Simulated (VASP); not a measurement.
# Pd (I4/mmm) in VASP: relaxation of cell and atoms with PBE

Aim: the relaxation of cell and atoms of Pd with PBE.

Everything below comes from runs of VASP 6.6.1. Logs are shortened: lines on timing, memory, paths and dates and some standing lists are left out, and cuts for length are marked.

## 1. The cell of the first run

Symmetry: I4/mmm, No. 139, tetragonal system. Conventional cell: a = 3.278 Å, b = 3.278 Å, c = 2.872 Å, α = 90.00°, β = 90.00°, γ = 90.00°. Within 3.6 Å of Pd (site symmetry 4/mmm) lie 14 Pd at 2.73 to 3.28 Å.

## 2. Relaxation of cell and atoms, PBE

Input file INCAR:

```
SYSTEM = Pd
PREC = Accurate
ENCUT = 600
EDIFF = 1E-6
ISMEAR = 0
SIGMA = 0.1
LREAL = .FALSE.
LASPH = .TRUE.
NELM = 100
ALGO = Normal
ISIF = 3
LWAVE = .FALSE.
LCHARG = .FALSE.
GGA = PE
IBRION = 2
NSW = 100
EDIFFG = -0.01
```

Input file KPOINTS:

```
Automatic mesh
0
G
  26 26 26
  0 0 0
```

Input file POSCAR:

```
Pd
1.0
   -1.6387741144      1.6387741144      1.4361347215
    1.6387741144     -1.6387741144      1.4361347215
    1.6387741144      1.6387741144     -1.4361347215
Pd
1
Direct
    0.0000000000      0.0000000000      0.0000000000
```

Potentials or basis: VASP PAW PBE potentials, release 64 (Pd).

The run is started by

```bash
$ cat potpaw_PBE.64/Pd/POTCAR > POTCAR
$ mpirun -np 1 vasp_std > vasp.out
```

OUTCAR:

```text
SYSTEM = Pd
   PREC = Accurate
   ENCUT = 600
   EDIFF = 1E-6
   ISMEAR = 0
   LREAL = .FALSE.
   LASPH = .TRUE.
   NELM = 100
   ISIF = 3
   GGA = PE
   IBRION = 2
   NSW = 100
   EDIFFG = -0.01

 ion  position               nearest neighbor table
   1  0.000  0.000  0.000-

  LATTYP: Found a body centered tetragonal cell.
 ALAT       =     3.2775482288
 C/A-ratio  =     0.8763469650

  Lattice vectors:

 A1 = (  -1.6387741144,   1.6387741144,   1.4361347215)
 A2 = (   1.6387741144,  -1.6387741144,   1.4361347215)
 A3 = (   1.6387741144,   1.6387741144,  -1.4361347215)

Analysis of symmetry for initial positions (statically):
=====================================================================
 Subroutine PRICEL returns:
 Original cell was already a primitive cell.

 Routine SETGRP: Setting up the symmetry group for a
 body centered tetragonal supercell.

 Subroutine GETGRP returns: Found 16 space group operations
 (whereof 16 operations were pure point group operations)
 out of a pool of 16 trial point group operations.

The static configuration has the point symmetry D_4h.

Analysis of symmetry for dynamics (positions and initial velocities):
=====================================================================
 Subroutine PRICEL returns:
 Original cell was already a primitive cell.

 Routine SETGRP: Setting up the symmetry group for a
 body centered tetragonal supercell.

 Subroutine GETGRP returns: Found 16 space group operations
 (whereof 16 operations were pure point group operations)
 out of a pool of 16 trial point group operations.

The dynamic configuration has the point symmetry D_4h.

 Subroutine INISYM returns: Found 16 space group operations
 (whereof 16 operations are pure point group operations),
 and found     1 'primitive' translations

----------------------------------------------------------------------------------------

                                     Primitive cell

  volume of cell :      15.4274

  direct lattice vectors                    reciprocal lattice vectors
    -1.638774114  1.638774114  1.436134721     0.000000000  0.305106113  0.348156752
     1.638774114 -1.638774114  1.436134721     0.305106113  0.000000000  0.348156752
     1.638774114  1.638774114 -1.436134721     0.305106113  0.305106113  0.000000000

  length of vectors
     2.726471004  2.726471004  2.726471004     0.462928573  0.462928573  0.431485203
[... 89 lines left out ...]
   PSTRESS=    0.0 pullay stress
   NELECT =      10.0000    total number of electrons
   NUPDOWN=      -1.0000    fix difference up-down
   EMIN   =  10.00;   EMAX   =-10.00  energy-range for DOS
   EFERMI =   0.00;   METHOD = LEGACY
   ISMEAR =     0;   SIGMA  =   0.10  broadening in eV -4-tet -1-fermi 0-gaus
   EFERMI_NEDOS =   21; number of points for ismear=-14 and -15
   IALGO  =     38    algorithm
   IMIX   =      4    mixing-type and parameters
     AMIX     =   0.40;   BMIX     =  1.00
     AMIX_MAG =   1.60;   BMIX_MAG =  1.00
  volume/ion in A,a.u.               =      15.43       104.11
  Fermi-wavevector in a.u.,A,eV,Ry     =   1.416806  2.677375 27.311507  2.007339
  Thomas-Fermi vector in A             =   2.538102
   LORBIT       =      0    0 simple, 1 ext, 2 COOP (PROOUT), +10 PAW based schemes
   GGA     = PE    functional components
   LHFCALC =     F    Hartree Fock is set to
   AEXX    =    0.0000 exact exchange contribution
   IVDW    =     0    specifies the selected vdW correction
   LEPSILON=     F    determine dielectric tensor
   LRPA    =     F    only Hartree local field effects (RPA)
 conjugate gradient relaxation of ions
 non-spin polarized calculation
 Gauss-broadening in eV      SIGMA  =   0.10
  energy-cutoff  :      600.00
  volume of cell :       15.43
 maximum number of plane-waves:       537
 NGX is ok and might be reduce to    24
   NGX = 11   NGY = 11   NGZ = 11

--------------------------------------- Ionic step        1  -------------------------------------------

 number of electron      10.0000000 magnetization

 Free energy of the ion-electron system (eV)
  ---------------------------------------------------
  ext. energy  EPLUGINS =         0.00000000
  ---------------------------------------------------
  free energy    TOTEN  =        -5.18142670 eV

  energy without entropy =       -5.17302479  energy(sigma->0) =       -5.17722574

------------------------ aborting loop because EDIFF is reached ----------------------------------------

  FORCE on cell =-STRESS in cart. coord.  units (eV):
  Direction    XX          YY          ZZ          XY          YZ          ZX
  --------------------------------------------------------------------------------------
  -------------------------------------------------------------------------------------
  Total       -0.0107861     -0.0107861      0.0127262      0.0000000      0.0000000      0.0000000
  in kB       -1.1201593     -1.1201593      1.3216475      0.0000000      0.0000000      0.0000000
  external PRESSURE =      -0.3062237 kB  Pullay stress =       0.0000000 kB
[... 197 lines left out ...]
--------------------------------------- Ionic step        7  -------------------------------------------

 number of electron      10.0000000 magnetization

 Free energy of the ion-electron system (eV)
  ---------------------------------------------------
  ext. energy  EPLUGINS =         0.00000000
  ---------------------------------------------------
  free energy    TOTEN  =        -5.18148503 eV

  energy without entropy =       -5.17326980  energy(sigma->0) =       -5.17737742

 E-fermi :   9.0537     XC(G=0): -12.9021

 val. band max:        9.0536188567   @ k =  -0.3462  -0.4231   0.1923
 cond. band min:       9.0543894378   @ k =  -0.4615  -0.4615   0.3462
 fundamental gap:      0.0007705811
 Fermi energy:         9.0536819126

 k-point     1 :       0.0000    0.0000    0.0000
  band No.  band energies     occupation
      1       2.2586      2.00000
      2       5.7724      2.00000
      3       6.6561      2.00000
      4       6.6561      2.00000
      5       7.4850      2.00000
      6       8.5363      2.00000
      7      27.5371      0.00000
      8      27.5371      0.00000
      9      30.2312      0.00000
[... 265 lines left out ...]
 k-point    24 :       0.3846    0.0385    0.0000
  band No.  band energies     occupation
      1       4.2026      2.00000
      2       5.0115      2.00000
      3       7.9332      2.00000
      4       8.6841      2.00000
      5       8.9806      1.69862
      6       9.8697      0.00000
      7      19.0242      0.00000
      8      24.0954      0.00000
      9      26.1560      0.00000

 [... further k-points ...]
[... 5 lines left out ...]
  --------------------------------------------------------------------------------------
  -------------------------------------------------------------------------------------
  Total       -0.0003189     -0.0003189      0.0000395      0.0000000      0.0000000      0.0000000
  in kB       -0.0331307     -0.0331307      0.0041049      0.0000000      0.0000000      0.0000000
  external PRESSURE =      -0.0207188 kB  Pullay stress =       0.0000000 kB
[... 16 lines left out ...]
  FREE ENERGIE OF THE ION-ELECTRON SYSTEM (eV)
  ---------------------------------------------------
  free  energy   TOTEN  =        -5.1814850297 eV

  energy  without entropy=       -5.1732698012  energy(sigma->0) =       -5.17737742

 reached required accuracy - stopping structural energy minimisation
```

Wall time 3.6 min (1 thread of Intel Xeon 6975P-C (Granite Rapids), shared host); peak memory 0.39 GiB.

Results:

| Property | Result |
| --- | --- |
| Free energy | -5.1815 eV |
| Relaxed volume | 15.42 Å³/atom |
| Relaxed cell | a = 2.725 Å, b = 2.725 Å, c = 2.725 Å, α = 106.28°, β = 106.28°, γ = 116.05° |
| Space group after relaxing (to 0.05 Å) | I4/mmm (No. 139) |
| Energy gained by relaxing | 0.1 meV/atom |
| Ionic steps | 7 |
| Pressure after relaxing | 0.0 GPa |
| Band gap on the k mesh | zero (band 5 reaches 9.55 eV, above the bottom of band 6 at 8.07 eV) |

Final structure:
```xyz
1
Lattice="-1.6346 1.6346 1.4430 1.6346 -1.6346 1.4430 1.6346 1.6346 -1.4430" Properties=species:S:1:pos:R:3 pbc="T T T"
Pd    0.0000    0.0000    0.0000
```
